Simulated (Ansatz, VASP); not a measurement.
One calculation of Si, two programs

```
Si
1.0
    -1.18102    1.18102    1.18102
     1.18102   -1.18102    1.18102
     1.18102    1.18102   -1.18102
Si
1
Direct
  0.00000 0.00000 0.00000
```

Change from the starting cell: volume scaled by 0.45, norm-conserving files.

Alike in both runs: task single point; functional PBE; k mesh 17 × 17 × 17; occupations fermi-dirac, width 0.05 eV; no spin polarisation.

```csv
,VASP,Ansatz
version,VASP 6.6.1,Ansatz 0.2.0
potentials or method,"VASP PAW PBE potentials, release 64 (Si)","norm-conserving pseudopotentials, scalar-relativistic"
plane-wave cutoff (eV),520,490
valence electrons in the cell,4,4
```

|  | VASP | Ansatz | Ansatz less VASP |
| --- | --- | --- | --- |
| pressure (GPa) | 388.5 | 388.5 | +0.01 |

Both programs put the cell under a high pressure, so it lies far from rest at this level. The functional is the same, so the differences come from potentials, cutoffs and numerics.

Noted on VASP's run: the cell as given lies far from equilibrium.
